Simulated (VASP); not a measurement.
# CuSn3 (I4/mmm) in VASP: a series of runs, part 2 of 2

VASP 6.6.1. Earlier steps stand in the parts before.

## Step 4: Single point, PBEsol+D3(BJ)

This run uses another cell than the first one, of 21.67 Å³/atom.

INCAR reads:

```
SYSTEM = CuSn3
ALGO = Fast
EDIFF = 1E-6
ENCUT = 520
GGA = PS
ISIF = 2
ISMEAR = -1
IVDW = 12
LASPH = .TRUE.
LCHARG = .FALSE.
LREAL = .FALSE.
LWAVE = .FALSE.
NBANDS = 34
NELM = 100
PREC = Accurate
SIGMA = 0.05
```

KPOINTS reads:

```
k-points
0
G
  8 8 8
  0 0 0
```

POSCAR reads:

```
CuSn3
1.0
   -2.1472092572      2.1472092572      4.7008258106
    2.1472092572     -2.1472092572      4.7008258106
    2.1472092572      2.1472092572     -4.7008258106
Sn Cu
3 1
Direct
    0.5000000000      0.5000000000      0.0000000000
    0.2500000000      0.7500000000      0.5000000000
    0.7500000000      0.2500000000      0.5000000000
    0.0000000000      0.0000000000      0.0000000000
```

Potentials or basis: VASP PAW PBE potentials, release 64 (Sn_d, Cu).

Run with:

```
> cat potpaw_PBE.64/Sn_d/POTCAR potpaw_PBE.64/Cu/POTCAR > POTCAR
> mpirun -np 1 vasp_std > vasp.out
```

OUTCAR:

```text
SYSTEM = CuSn3
   EDIFF = 1E-6
   ENCUT = 520
   GGA = PS
   ISIF = 2
   ISMEAR = -1
   IVDW = 12
   LASPH = .TRUE.
   LREAL = .FALSE.
   NELM = 100
   PREC = Accurate
 IVDW          = 12

 ion  position               nearest neighbor table
   1  0.500  0.500  0.000-   4 3.04   4 3.04   4 3.04   4 3.04   3 3.18   2 3.18   3 3.18   3 3.18
                             2 3.18   2 3.18   3 3.18   2 3.18
   2  0.250  0.750  0.500-   3 3.04   3 3.04   3 3.04   3 3.04   4 3.18   1 3.18   4 3.18   1 3.18
[... 1099 lines left out ...]
  Direction    XX          YY          ZZ          XY          YZ          ZX
  --------------------------------------------------------------------------------------
  -------------------------------------------------------------------------------------
  Total      -0.24171    -0.24171    -0.24092     0.00000     0.00000     0.00000
  in kB      -4.46706    -4.46706    -4.45242     0.00000     0.00000     0.00000
  external pressure =       -4.46 kB  Pullay stress =        0.00 kB

 VOLUME and BASIS-vectors are now :
 -----------------------------------------------------------------------------
  energy-cutoff  :      520.00
  volume of cell :       86.69
      direct lattice vectors                 reciprocal lattice vectors
    -2.147209257  2.147209257  4.700825811     0.000000000  0.232860397  0.106364290
     2.147209257 -2.147209257  4.700825811     0.232860397  0.000000000  0.106364290
     2.147209257  2.147209257 -4.700825811     0.232860397  0.232860397  0.000000000

 POSITION                                       TOTAL-FORCE (eV/Angst)
 -----------------------------------------------------------------------------------
      0.00000      0.00000      4.70083         0.000000     -0.000000      0.000000
      2.14721      0.00000      2.35041         0.000000      0.000000      0.000000
      0.00000      2.14721      2.35041        -0.000000      0.000000     -0.000000
      0.00000      0.00000      0.00000         0.000000     -0.000000      0.000000
 -----------------------------------------------------------------------------------
    total drift:                               -0.000000     -0.000000      0.000000

  FREE ENERGIE OF THE ION-ELECTRON SYSTEM (eV)
  ---------------------------------------------------
  free  energy   TOTEN  =       -17.9117905374 eV

  energy  without entropy=      -17.8943525407  energy(sigma->0) =      -17.90307154
```

It took 4.8 min on 1 thread of Intel Xeon Platinum 8488C (Sapphire Rapids), shared host; peak memory 0.35 GiB.

What came out:

| Quantity | Value |
| --- | --- |
| Free energy | -17.9118 eV |
| Pressure | -0.4 GPa |
| Band gap on the k mesh | zero (an odd number of electrons rules out a gap without spin polarisation) |
| Dispersion energy per atom | -0.433 eV |

Caveat: three body term missing; the PAW data sets were made with another functional, which shifts forces and pressure a little; spin-orbit coupling is left out, which moves the levels of the heavy elements.

## Step 5: Single point, PBEsol+D4

This run uses another cell than the first one, of 21.98 Å³/atom.

INCAR reads:

```
SYSTEM = CuSn3
  PREC = Accurate
  ENCUT = 520
  EDIFF = 1E-7
  ISMEAR = -1
  SIGMA = 0.05
  LREAL = .False.
  LASPH = .True.
  NELM = 60
  ALGO = Fast
  ISIF = 2
  LWAVE = .False.
  LCHARG = .False.
  GGA = PS
  IVDW = 13
  NBANDS = 34
```

KPOINTS reads:

```
Automatic mesh
0
Gamma
  8 8 8
  0 0 0
```

POSCAR reads:

```
CuSn3
1.0
   -2.1586740230      2.1586740230      4.7169877011
    2.1586740230     -2.1586740230      4.7169877011
    2.1586740230      2.1586740230     -4.7169877011
Sn Cu
3 1
Direct
    0.5000000000      0.5000000000      0.0000000000
    0.2500000000      0.7500000000      0.5000000000
    0.7500000000      0.2500000000      0.5000000000
    0.0000000000      0.0000000000      0.0000000000
```

Run with:

```
> cat potpaw_PBE.64/Sn_d/POTCAR potpaw_PBE.64/Cu/POTCAR > POTCAR
> mpirun -np 1 vasp_std > vasp.out
```

Wall time 5.8 min (1 thread of Intel Xeon Platinum 8488C (Sapphire Rapids), shared host); peak memory 0.34 GiB.

The run converged. Its results:

- Free energy: -17.2716 eV
- Pressure: 0.0 GPa
- Band gap on the k mesh: zero (an odd number of electrons rules out a gap without spin polarisation)
- Dispersion energy per atom: -0.269 eV

Levels at points of the mesh, in eV from the Fermi level:
| k point | band 22 | band 23 | band 24 | band 25 | band 26 | band 27 | band 28 | band 29 | band 30 | band 31 |
| --- | --- | --- | --- | --- | --- | --- | --- | --- | --- | --- |
| (0.00, 0.00, 0.00) | -2.98 | -2.62 | -2.14 | -1.16 | -1.16 | -0.30 | -0.30 | 0.59 | 1.31 | 1.47 |
| (0.50, 0.00, 0.00) | -2.70 | -2.53 | -2.18 | -0.13 | 0.00 | 0.14 | 0.25 | 2.29 | 2.71 | 3.46 |
| (0.50, 0.50, 0.00) | -2.95 | -2.52 | -2.46 | -2.30 | -2.19 | 0.27 | 0.85 | 0.92 | 1.16 | 7.02 |
| (0.50, 0.50, 0.50) | -2.63 | -2.63 | -2.62 | -2.06 | -0.74 | 2.90 | 2.90 | 2.97 | 3.06 | 4.40 |

Caveat: the PAW data sets were made with another functional, which shifts forces and pressure a little; spin-orbit coupling is left out, which moves the levels of the heavy elements.

## Step 6: Single point, PBEsol

This run uses another cell than the first one, of 22.62 Å³/atom.

INCAR reads:

```
PREC     = Accurate       # precision mode
ENCUT    = 520            # plane-wave cutoff, eV
EDIFF    = 1E-6           # SCF threshold, eV
ISMEAR   = -1             # smearing method
SIGMA    = 0.05           # smearing width, eV
LREAL    = F              # projectors in reciprocal space
LASPH    = T              # aspherical terms in the spheres
NELM     = 80             # most SCF steps
ALGO     = Fast           # electronic algorithm
ISIF     = 2              # what is computed and relaxed
LWAVE    = F              # write WAVECAR
LCHARG   = F              # write CHGCAR
GGA      = PS             # functional
NBANDS   = 34             # bands
```

KPOINTS reads:

```
regular mesh
0
Gamma
  8 8 8
```

POSCAR reads:

```
CuSn3
1.0
   -2.1856210040      2.1856210040      4.7343501281
    2.1856210040     -2.1856210040      4.7343501281
    2.1856210040      2.1856210040     -4.7343501281
Sn Cu
3 1
Direct
    0.5000000000      0.5000000000      0.0000000000
    0.2500000000      0.7500000000      0.5000000000
    0.7500000000      0.2500000000      0.5000000000
    0.0000000000      0.0000000000      0.0000000000
```

Potentials or basis: VASP PAW PBE potentials, release 64 (Sn_d, Cu).

Run with:

```
> cat potpaw_PBE.64/Sn_d/POTCAR potpaw_PBE.64/Cu/POTCAR > POTCAR
> mpirun -np 1 vasp_std > vasp.out
```

OUTCAR:

```text
PREC = Accurate
   ENCUT = 520
   EDIFF = 1E-6
   ISMEAR = -1
   LREAL = F
   LASPH = T
   NELM = 80
   ISIF = 2
   GGA = PS

 ion  position               nearest neighbor table
   1  0.500  0.500  0.000-   4 3.09   4 3.09   4 3.09   4 3.09   3 3.22   2 3.22   3 3.22   3 3.22
                             2 3.22   2 3.22   3 3.22   2 3.22
   2  0.250  0.750  0.500-   3 3.09   3 3.09   3 3.09   3 3.09   4 3.22   1 3.22   4 3.22   1 3.22
                             4 3.22   4 3.22   1 3.22   1 3.22
   3  0.750  0.250  0.500-   2 3.09   2 3.09   2 3.09   2 3.09   4 3.22   1 3.22   4 3.22   4 3.22
[... 1094 lines left out ...]
  -------------------------------------------------------------------------------------
  Total       -0.0314386     -0.0314386     -0.0508226      0.0000000      0.0000000      0.0000000
  in kB       -0.5568062     -0.5568062     -0.9001129      0.0000000      0.0000000      0.0000000
  external PRESSURE =      -0.6712418 kB  Pullay stress =       0.0000000 kB

 VOLUME and BASIS-vectors are now :
 -----------------------------------------------------------------------------
  energy-cutoff  :      520.00
  volume of cell :       90.46
      direct lattice vectors                 reciprocal lattice vectors
    -2.185621004  2.185621004  4.734350128     0.000000000  0.228767933  0.105611116
     2.185621004 -2.185621004  4.734350128     0.228767933  0.000000000  0.105611116
     2.185621004  2.185621004 -4.734350128     0.228767933  0.228767933  0.000000000

 POSITION                                       TOTAL-FORCE (eV/Angst)
 -----------------------------------------------------------------------------------
      0.00000      0.00000      4.73435         0.000000      0.000000      0.000000
      2.18562     -0.00000      2.36718         0.000000      0.000000     -0.000000
     -0.00000      2.18562      2.36718        -0.000000     -0.000000     -0.000000
      0.00000      0.00000      0.00000         0.000000      0.000000      0.000000
 -----------------------------------------------------------------------------------
    total drift:                               -0.000000     -0.000000      0.000000

  FREE ENERGIE OF THE ION-ELECTRON SYSTEM (eV)
  ---------------------------------------------------
  free  energy   TOTEN  =       -16.2130621125 eV

  energy  without entropy=      -16.1942093988  energy(sigma->0) =      -16.20363576
```

OSZICAR:

```text
N       E                     dE             d eps       ncg     rms          rms(c)
DAV:   1     0.504715531936E+03    0.50472E+03   -0.25753E+04  4052   0.253E+03
DAV:   2     0.527561600216E+02   -0.45196E+03   -0.44333E+03  4012   0.573E+02
DAV:   3    -0.143507283684E+02   -0.67107E+02   -0.65878E+02  4598   0.203E+02
DAV:   4    -0.172956644714E+02   -0.29449E+01   -0.29195E+01  4718   0.472E+01
DAV:   5    -0.174265376407E+02   -0.13087E+00   -0.13083E+00  6058   0.105E+01    0.115E+01
RMM:   6    -0.199490979746E+02   -0.25226E+01   -0.34614E+01  4771   0.448E+01    0.113E+01
RMM:   7    -0.164664793930E+02    0.34826E+01   -0.10902E+01  4334   0.281E+01    0.324E+00
RMM:   8    -0.162090338773E+02    0.25745E+00   -0.12575E+00  4548   0.943E+00    0.814E-01
RMM:   9    -0.162130323943E+02   -0.39985E-02   -0.13267E-01  4998   0.160E+00    0.121E-01
RMM:  10    -0.162159296378E+02   -0.28972E-02   -0.23738E-02  5089   0.142E+00    0.419E-01
RMM:  11    -0.162128912200E+02    0.30384E-02   -0.13555E-02  5750   0.111E+00    0.918E-02
RMM:  12    -0.162130382808E+02   -0.14706E-03   -0.21522E-03  7001   0.241E-01    0.569E-02
RMM:  13    -0.162130649303E+02   -0.26649E-04   -0.32546E-04  6975   0.109E-01    0.500E-02
RMM:  14    -0.162130828467E+02   -0.17916E-04   -0.95764E-05  6042   0.582E-02    0.509E-02
RMM:  15    -0.162130601736E+02    0.22673E-04   -0.14873E-04  5745   0.118E-01    0.274E-02
RMM:  16    -0.162130614708E+02   -0.12972E-05   -0.14812E-05  5061   0.233E-02    0.126E-02
RMM:  17    -0.162130621125E+02   -0.64169E-06   -0.45169E-06  3941   0.157E-02
   1 F= -.16213062E+02 E0= -.16203636E+02  d E =-.188527E-01
```

stdout:

```text
POSCAR found type information on POSCAR SnCu
 POSCAR found :  2 types and       4 ions
 scaLAPACK will be used
 -----------------------------------------------------------------------------
|                                                                             |
|                                                                             |
|     You enforced a specific xc type in the INCAR file but a different       |
|     I HOPE YOU KNOW WHAT YOU ARE DOING!                                     |
|                                                                             |
 -----------------------------------------------------------------------------

 LDA part: xc-table for (Slater+PW92), standard interpolation
 POSCAR, INCAR and KPOINTS ok, starting setup
 FFT: planning ... GRIDC
 FFT: planning ... GRID_SOFT
 FFT: planning ... GRID
 WAVECAR not read
 entering main loop
WARNING in EDDRMM: call to ZHEGV failed, returncode =   6  3     29
```

Wall time 4.9 min (1 thread of Intel Xeon Platinum 8488C (Sapphire Rapids), shared host); peak memory 0.35 GiB.

What came out:

- Free energy: -16.2131 eV
- Pressure: -0.1 GPa
- Band gap on the k mesh: zero (an odd number of electrons rules out a gap without spin polarisation)

Caveat: the PAW data sets were made with another functional, which shifts forces and pressure a little; spin-orbit coupling is left out, which moves the levels of the heavy elements.

## Step 7: Overview

| task | level | cell | cutoff (eV) | gap on the mesh (eV) | pressure (GPa) |
| --- | --- | --- | --- | --- | --- |
| relaxation of cell and atoms | PBEsol+D4 | relaxed from a = 5.810 Å, angles 134.6, 134.6, 66.1°, 4 atoms | 600 | none | 0.0 |
| single point | PBEsol+D3(BJ) | a = 5.587 Å, angles 134.9, 134.9, 65.7°, 4 atoms | 520 | none | 0.0 |
| single point | PBEsol+D3(BJ) | a = 5.596 Å, angles 134.9, 134.9, 65.7°, 4 atoms | 520 | none | -0.4 |
| single point | PBEsol+D4 | a = 5.619 Å, angles 134.8, 134.8, 65.8°, 4 atoms | 520 | none | 0.0 |
| single point | PBEsol | a = 5.654 Å, angles 134.5, 134.5, 66.3°, 4 atoms | 520 | none | -0.1 |

Alike in all rows: potentials or basis VASP PAW PBE potentials, release 64 (Sn_d, Cu); no spin polarisation; k mesh 8 × 8 × 8; smearing fermi-dirac 0.05 eV.

Caveats: the PAW data sets were made with another functional, which shifts forces and pressure a little; spin-orbit coupling is left out, which moves the levels of the heavy elements; three body term missing (at least some runs).

Absolute energies hang on the potentials; compare differences alone.
